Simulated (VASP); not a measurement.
# Ir8PbO6 (P1) in VASP: a series of runs

Runs on Ir8PbO6. Level: PBE. Tasks: single point.

Everything below comes from runs of VASP 6.6.1. Logs are shortened: lines on timing, memory, paths and dates and some standing lists are left out, and cuts for length are marked.

### Step 1. The cell of the first run

The typed cell holds 15 atoms: a = 5.799 Å, b = 5.827 Å, c = 6.425 Å, α = 118.02°, β = 90.06°, γ = 118.45°.

### Step 2. Single point, PBE

File INCAR:

```
  PREC = Accurate
  ENCUT = 520
  EDIFF = 1E-7
  ISMEAR = -1
  SIGMA = 0.1
  LREAL = Auto
  LASPH = T
  NELM = 100
  ALGO = Fast
  ISIF = 2
  LWAVE = F
  LCHARG = F
  GGA = PE
  NBANDS = 74
```

File KPOINTS:

```
regular mesh
0
Gamma
  3 4 3
```

File POSCAR:

```
Ir8PbO6
1.0
    5.7979390000      0.0705300000      0.0402810000
   -2.8378890000      5.0893670000     -0.0294790000
   -0.0028600000     -3.4265540000      5.4355660000
Pb O Ir
1 6 8
Direct
    0.9788495189      0.0081725216      0.0105214214
    0.3389619501      0.1394251820      0.2155663989
    0.0854012848      0.3906326659      0.1784245488
    0.8022969862      0.8548765571      0.2119609220
    0.6089095442      0.7943840739      0.7488002469
    0.9826674955      0.6196022598      0.8576079153
    0.2327071022      0.1966415825      0.8579018491
    0.3252667392      0.6682862360      0.0327112835
    0.6450683032      0.2916794418      0.9390884817
    0.5314767571      0.6341382456      0.3754776128
    0.7246112038      0.2043569053      0.3515190825
    0.0884498797      0.8497954429      0.3485549196
    0.5082343756      0.3951407119      0.6595900343
    0.2294854490      0.7644076867      0.6354786366
    0.9316222907      0.1499080291      0.6349181412
```

Potentials or basis: VASP PAW PBE potentials, release 64 (Pb_d, O, Ir).

Command:

```console
$ cat potpaw_PBE.64/Pb_d/POTCAR potpaw_PBE.64/O/POTCAR potpaw_PBE.64/Ir/POTCAR > POTCAR
$ mpirun -np 1 vasp_std > vasp.out
```

OUTCAR:

```text
PREC = Accurate
   ENCUT = 520
   EDIFF = 1E-7
   ISMEAR = -1
   LREAL = Auto
   LASPH = T
   NELM = 100
   ISIF = 2
   GGA = PE

 ion  position               nearest neighbor table
   1  0.979  0.008  0.011-   3 1.71   4 1.93   7 1.95   6 2.01   2 2.05   5 2.11  11 2.75  12 2.90
                            13 2.90  15 2.94  14 2.95  10 3.14   9 3.23   8 3.31   8 3.38   9 3.45
   2  0.339  0.139  0.216-   1 2.05  12 2.17  10 2.18  11 2.19   8 2.38  13 2.44   9 2.66
   3  0.085  0.391  0.178-   1 1.71   8 2.17  10 2.26  12 2.36  11 2.40  14 2.51   9 2.64
   4  0.802  0.855  0.212-  12 1.90   1 1.93  11 2.08  10 2.14  15 2.30   8 2.47   9 2.53
   5  0.609  0.794  0.749-  13 1.88  10 2.08   1 2.11  14 2.22   9 2.46  15 2.46   8 2.59
   6  0.983  0.620  0.858-   1 2.01   8 2.11  14 2.19   9 2.27  15 2.27  13 2.43
   7  0.233  0.197  0.858-   1 1.95  15 2.09   9 2.18   8 2.19  14 2.23  13 2.27
   8  0.325  0.668  0.033-   6 2.11   3 2.17   7 2.19   2 2.38   4 2.47  11 2.53  12 2.55   5 2.59
                            10 2.64  15 2.65  13 2.73  14 2.96   1 3.31   9 3.35   9 3.35   1 3.38
   9  0.645  0.292  0.939-   7 2.18   6 2.27  13 2.39   5 2.46  14 2.52   4 2.53   3 2.64  15 2.66
                             2 2.66  12 2.84  10 2.88  11 3.00   1 3.23   8 3.35   8 3.35   1 3.45
  10  0.531  0.634  0.375-   5 2.08   4 2.14   2 2.18   3 2.26  15 2.42  14 2.55   8 2.64  13 2.74
                             9 2.88  12 2.89  11 3.04  11 3.14   1 3.14  12 3.39
  11  0.725  0.204  0.352-   4 2.08   2 2.19  15 2.40   3 2.40  13 2.45   8 2.53   1 2.75  14 2.80
                             9 3.00  10 3.04  10 3.14  12 3.25  12 3.33
  12  0.088  0.850  0.349-   4 1.90   2 2.17   3 2.36  14 2.36  15 2.40   8 2.55  13 2.58   9 2.84
                            10 2.89   1 2.90  11 3.25  11 3.33  10 3.39
  13  0.508  0.395  0.660-   5 1.88   7 2.27   9 2.39   6 2.43   2 2.44  11 2.45  12 2.58   8 2.73
                            10 2.74   1 2.90  15 2.91  14 3.15  14 3.30  15 3.35
  14  0.229  0.764  0.635-   6 2.19   5 2.22   7 2.23  12 2.36   3 2.51   9 2.52  10 2.55  11 2.80
                             1 2.95   8 2.96  15 3.15  13 3.15  13 3.30
  15  0.932  0.150  0.635-   7 2.09   6 2.27   4 2.30  11 2.40  12 2.40  10 2.42   5 2.46   8 2.65
                             9 2.66  13 2.91   1 2.94  14 3.15  13 3.35   1 3.74

  LATTYP: Found a triclinic cell.
 ALAT       =    10.2500090089
 B/A-ratio  =     0.5803565134
 C/A-ratio  =     0.6174963029
 COS(alpha) =     0.0060975976
 COS(beta)  =     0.2557903909
 COS(gamma) =     0.8732691059

  Lattice vectors:

 A1 = (  -0.1221610000, -10.2492640000,   0.0186770000)
 A2 = (  -2.9600500000,  -5.1598970000,  -0.0108020000)
 A3 = (   2.8407490000,  -1.6628130000,  -5.4060870000)

Analysis of symmetry for initial positions (statically):
[... 166 lines left out ...]
  volume/ion in A,a.u.               =      10.75        72.56
  Fermi-wavevector in a.u.,A,eV,Ry     =   1.491634  2.818779 30.272570  2.224971
  Thomas-Fermi vector in A             =   2.604264
   LORBIT       =      0    0 simple, 1 ext, 2 COOP (PROOUT), +10 PAW based schemes
   GGA     = PE    functional components
   LHFCALC =     F    Hartree Fock is set to
   AEXX    =    0.0000 exact exchange contribution
   IVDW    =     0    specifies the selected vdW correction
   LEPSILON=     F    determine dielectric tensor
   LRPA    =     F    only Hartree local field effects (RPA)
 non-spin polarized calculation
 RMM-DIIS sequential band-by-band and
  energy-cutoff  :      520.00
  volume of cell :      161.29
 maximum number of plane-waves:      4360
 NGX is ok and might be reduce to    48
   NGX = 21   NGY = 21   NGZ = 23

 number of electron     121.9999999 magnetization

 Free energy of the ion-electron system (eV)
  ---------------------------------------------------
  ext. energy  EPLUGINS =         0.00000000
  ---------------------------------------------------
  free energy    TOTEN  =       -79.75274046 eV

  energy without entropy =      -79.30461497  energy(sigma->0) =      -79.52867771

 E-fermi :  10.9164     XC(G=0): -13.8248

 val. band max:       10.9097148893   @ k =   0.0000   0.5000   0.0000
 cond. band min:      10.9350722605   @ k =   0.3333   0.5000   0.3333
 fundamental gap:      0.0253573711
 Fermi energy:        10.9164202899

 k-point     1 :       0.0000    0.0000    0.0000
  band No.  band energies     occupation
      1     -12.6592      2.00000
      2     -12.1491      2.00000
      3     -11.2080      2.00000
      4     -10.9489      2.00000
      5     -10.3614      2.00000
      6      -9.9258      2.00000
[... 1433 lines left out ...]
     72      13.1654      0.00000
     73      13.8017      0.00000
 [bands above 73 left out]

------------------------ aborting loop because EDIFF is reached ----------------------------------------

  FORCE on cell =-STRESS in cart. coord.  units (eV):
  Direction    XX          YY          ZZ          XY          YZ          ZX
  --------------------------------------------------------------------------------------
  -------------------------------------------------------------------------------------
  Total       75.8339095     93.4880353     93.6426148     -6.4097397      3.4602669     -4.7008732
  in kB      753.3143921    928.6859003    930.2214533    -63.6726925     34.3733943    -46.6972558
  external PRESSURE =     870.7405819 kB  Pullay stress =       0.0000000 kB

 VOLUME and BASIS-vectors are now :
 -----------------------------------------------------------------------------
  energy-cutoff  :      520.00
  volume of cell :      161.29
      direct lattice vectors                 reciprocal lattice vectors
     5.797939000  0.070530000  0.040281000     0.170892139  0.095641150  0.060381626
    -2.837889000  5.089367000 -0.029479000    -0.003232731  0.195398956  0.123176837
    -0.002860000 -3.426554000  5.435566000    -0.001283952  0.000350956  0.184194047

 POSITION                                       TOTAL-FORCE (eV/Angst)
 -----------------------------------------------------------------------------------
      5.65209      0.07458      0.09638         1.197703     -7.849358     -8.069810
      1.56899     -0.00516      1.18127         1.690627      0.256782      0.294845
     -0.61393      1.38272      0.96176        -4.529065     10.256290      7.522897
      2.22502      3.68107      1.15924        -2.502121     -2.130332     -1.460523
      1.27390      1.52005      4.07126        -1.290340      0.097405      0.247218
      3.93663      0.28405      4.68290         1.805428     -1.350507     -1.318564
      0.78872     -1.92245      4.66676         1.914963      2.193042     -1.850481
     -0.01074      3.31201      0.17121         0.236425      0.158724      0.309863
      2.90963     -1.68788      5.12186         1.272994     -0.702258      0.982086
      1.28078      1.97825      2.04365         0.418222     -0.594120      0.105922
      3.62030     -0.11334      1.93387        -2.749359      2.154521      0.898377
     -1.89979      3.13682      1.87310         2.334156     -2.582423      1.664741
      1.82346     -0.21326      3.59407        -0.446230     -1.857062     -2.017798
     -0.84058      1.72903      3.44090         1.200104     -1.587808     -0.470146
      4.97425     -1.34694      3.48425        -0.553505      3.537104      3.161372
 -----------------------------------------------------------------------------------
    total drift:                                0.011185      0.005499     -0.001212

  FREE ENERGIE OF THE ION-ELECTRON SYSTEM (eV)
  ---------------------------------------------------
  free  energy   TOTEN  =       -79.7527404584 eV

  energy  without entropy=      -79.3046149686  energy(sigma->0) =      -79.52867771
```

It took 11 min on 1 thread of AMD EPYC 9R45 (Zen 5), shared host; peak memory 0.38 GiB.

What came out:

* Free energy: -79.7527 eV
* Pressure: 87.1 GPa
* Largest force: 13.502 eV/Å
* Band gap on the k mesh: zero (bands 61 and 62 overlap by 0.12 eV)

Forces on the atoms (eV/Å):
```
Pb   1.198 -7.849 -8.070
O    1.691  0.257  0.295
O   -4.529 10.256  7.523
O   -2.502 -2.130 -1.461
O   -1.290  0.097  0.247
O    1.805 -1.351 -1.319
O    1.915  2.193 -1.850
Ir   0.236  0.159  0.310
Ir   1.273 -0.702  0.982
Ir   0.418 -0.594  0.106
Ir  -2.749  2.155  0.898
Ir   2.334 -2.582  1.665
Ir  -0.446 -1.857 -2.018
Ir   1.200 -1.588 -0.470
Ir  -0.554  3.537  3.161
```

Caveat: the k points lie up to 0.38 Å⁻¹ apart; spin-orbit coupling is left out, which moves the levels of the heavy elements; forces of over 1 eV/Å act on the atoms, so gaps and moduli don't describe the material at rest.

### Step 3. Single point, PBE

File INCAR:

```
SYSTEM = Ir8PbO6
PREC     = Accurate       ! precision mode
ENCUT    = 520            ! plane-wave cutoff, eV
EDIFF    = 1E-6           ! SCF threshold, eV
ISMEAR   = -1             ! smearing method
SIGMA    = 0.1            ! smearing width, eV
LREAL    = Auto         
LASPH    = .True.         ! aspherical terms in the spheres
NELM     = 100            ! most SCF steps
ALGO     = Fast           ! electronic algorithm
ISIF     = 2              ! what is computed and relaxed
LWAVE    = .False.        ! write WAVECAR
LCHARG   = .True.         ! write CHGCAR
GGA      = PE             ! functional
LELF     = .True.         ! ELF
LVHAR    = .True.       
NBANDS   = 74             ! bands
```

File KPOINTS:

```
regular mesh
0
Gamma
  3 4 3
  0 0 0
```

File POSCAR:

```
Ir8PbO6
1.0
    5.7979390000      0.0705300000      0.0402810000
   -2.8378890000      5.0893670000     -0.0294790000
   -0.0028600000     -3.4265540000      5.4355660000
Pb O Ir
1 6 8
Direct
    0.9639824812     -0.0132006102     -0.0131155282
    0.3662207181      0.1913364459      0.2013246956
    0.1295544282      0.5480784940      0.2628471854
    0.6764338305      0.6831136153      0.0980672620
    0.5311323546      0.7788906468      0.7925852386
    1.0627943630      0.6429181507      0.8837547303
    0.3246574626      0.2878893181      0.9123199244
    0.3270359566      0.6634772747      0.0275061164
    0.6529765800      0.2953217672      0.9440505811
    0.5204308350      0.6226512015      0.3756081078
    0.7221923353      0.2212310726      0.3471605425
    0.0891064392      0.8525517123      0.3474030258
    0.4995803982      0.3948068861      0.6613829938
    0.2368301598      0.7529532780      0.6370610814
    0.9487714629      0.1663835678      0.6559335970
```

Potentials or basis: VASP PAW PBE potentials, release 64 (Pb_d, O, Ir).

Command:

```console
$ cat potpaw_PBE.64/Pb_d/POTCAR potpaw_PBE.64/O/POTCAR potpaw_PBE.64/Ir/POTCAR > POTCAR
$ mpirun -np 1 vasp_std > vasp.out
```

Run time: 8.6 min. Hardware: 1 thread of AMD EPYC 9R45 (Zen 5), shared host; peak memory 0.38 GiB.

It converged, with:

```
Free energy            : -81.8495 eV
Pressure               : 92.3 GPa
Largest force          : 8.646 eV/Å
Band gap on the k mesh : zero (bands 61 and 62 overlap by 0.12 eV)
```

Forces on the atoms (eV/Å):
```
Pb  -1.842  2.094  0.085
O    1.628 -1.771 -0.094
O    4.978 -5.858 -3.956
O    2.173  1.860  3.621
O   -0.921  0.157  3.376
O   -6.349  1.198 -4.296
O   -2.547 -2.969 -3.097
Ir   5.258  1.474  6.515
Ir   5.205 -3.302  0.106
Ir   2.553  1.824  3.477
Ir  -0.457  0.340  1.396
Ir  -5.897  5.070  2.917
Ir   0.532 -0.489 -6.118
Ir  -2.459 -0.924 -1.586
Ir  -1.855  1.295 -2.344
```

Stress tensor (GPa, compression positive):
```
 99.18 -14.28   8.01
-14.28  85.59   3.33
  8.01   3.33  92.27
```

Levels at points of the mesh, in eV from the Fermi level:
| k point | band 58 | band 59 | band 60 | band 61 | band 62 | band 63 | band 64 | band 65 |
| --- | --- | --- | --- | --- | --- | --- | --- | --- |
| (0.00, 0.00, 0.00) | -0.56 | -0.39 | -0.23 | -0.14 | 0.05 | 0.20 | 0.37 | 0.60 |
| (0.00, 0.50, 0.00) | -0.50 | -0.43 | -0.17 | -0.13 | 0.05 | 0.19 | 0.46 | 0.71 |

Caveat: the k points lie up to 0.38 Å⁻¹ apart; spin-orbit coupling is left out, which moves the levels of the heavy elements; forces of over 1 eV/Å act on the atoms, so gaps and moduli don't describe the material at rest.

### Step 4. Single point, PBE

File INCAR:

```
SYSTEM = Ir8PbO6
  PREC = Accurate
  ENCUT = 520
  EDIFF = 1E-6
  ISMEAR = -1
  SIGMA = 0.1
  LREAL = Auto
  LASPH = .TRUE.
  NELM = 100
  ALGO = Fast
  ISIF = 2
  LWAVE = .FALSE.
  LCHARG = .FALSE.
  GGA = PE
  NBANDS = 74
```

File KPOINTS:

```
Automatic mesh
0
G
  3 4 3
  0 0 0
```

File POSCAR:

```
Ir8PbO6
1.0
    5.7979390000      0.0705300000      0.0402810000
   -2.8378890000      5.0893670000     -0.0294790000
   -0.0028600000     -3.4265540000      5.4355660000
Pb O Ir
1 6 8
Direct
    0.9396637531     -0.0334853869     -0.0409329427
    0.4443062159      0.2069157506      0.2053862598
    0.1849331101      0.5168078638      0.2564825242
    0.6966577107      0.6944243593      0.1470838302
    0.5178154646      0.9128580261      0.9226316113
    0.9958884157      0.5724683779      0.7977526929
    0.2624941372      0.1895666982      0.8145971754
    0.3429483915      0.6743106139      0.0416714098
    0.6694714113      0.2872538786      0.9485253199
    0.5234729883      0.6246961268      0.3878279468
    0.7245025354      0.2433392660      0.3495383391
    0.0828409587      0.8698436039      0.3535768314
    0.4846246358      0.3776237948      0.6446373399
    0.2346335330      0.7342328439      0.6313287663
    0.9597036983      0.1832043269      0.6695653876
```

Command:

```console
$ cat potpaw_PBE.64/Pb_d/POTCAR potpaw_PBE.64/O/POTCAR potpaw_PBE.64/Ir/POTCAR > POTCAR
$ mpirun -np 1 vasp_std > vasp.out
```

Wall time 8.5 min (1 thread of AMD EPYC 9R45 (Zen 5), shared host); peak memory 0.38 GiB.

The run converged. Its results:

```yaml
Free_energy: -83.9913 eV
Pressure: 92.9 GPa
Largest_force: 8.902 eV/Å
Band_gap_on_the_k_mesh: 0.04 eV (least direct gap 0.10 eV)
```

Forces on the atoms (eV/Å):
```
Pb  -0.373 -0.508  1.960
O   -7.850  1.884 -3.750
O   -2.814 -1.544 -4.232
O    1.886  0.971 -1.759
O    2.393  1.272 -5.121
O   -0.645 -0.135  3.332
O    1.024 -1.380  2.061
Ir  -2.071 -2.799  4.753
Ir   1.007  1.991  0.716
Ir   5.061  0.232  6.111
Ir   6.925 -0.786  4.660
Ir  -0.534 -2.028 -2.611
Ir  -0.938  1.061  0.450
Ir   0.149  1.132 -2.926
Ir  -3.220  0.637 -3.644
```

Stress tensor (GPa, compression positive):
```
95.40 -0.78 -5.33
-0.78 87.72 -3.31
-5.33 -3.31 95.50
```

Levels at points of the mesh, in eV from the valence-band top:
```
           k point  band 57  band 58  band 59  band 60  band 61  band 62  band 63  band 64  band 65  band 66
(0.00, 0.00, 0.00)    -0.74    -0.60    -0.33    -0.26    -0.20     0.07     0.19     0.35     0.57     0.86
(0.00, 0.50, 0.00)    -0.94    -0.65    -0.44    -0.27    -0.01     0.13     0.27     0.47     0.50     0.69
```

Caveat: the cell stands under pressure; spin-orbit coupling is left out, which moves the levels of the heavy elements; an odd mesh through Γ misses points on the zone boundary, where band edges can lie; forces of over 1 eV/Å act on the atoms, so gaps and moduli don't describe the material at rest.

### Step 5. The runs side by side

```tsv
cell	gap on the mesh (eV)	pressure (GPa)	largest force (eV/Å)
as given, atomic positions A	none	87.1	13.50
as given, atomic positions B	none	92.3	8.65
as given, atomic positions C	0.04	92.9	8.90
```

Alike in all rows: task single point; level PBE; potentials or basis VASP PAW PBE potentials, release 64 (Pb_d, O, Ir); no spin polarisation; k mesh 3 × 4 × 3; cutoff (eV) 520; smearing fermi-dirac 0.1 eV.

Caveats: some runs use coarse meshes; spin-orbit coupling is left out, which moves the levels of the heavy elements; forces of over 1 eV/Å act on the atoms, so gaps and moduli don't describe the material at rest; the cell stands under pressure (at least some runs); an odd mesh through Γ misses points on the zone boundary, where band edges can lie (at least some runs).

Absolute energies hang on the potentials; compare differences alone.
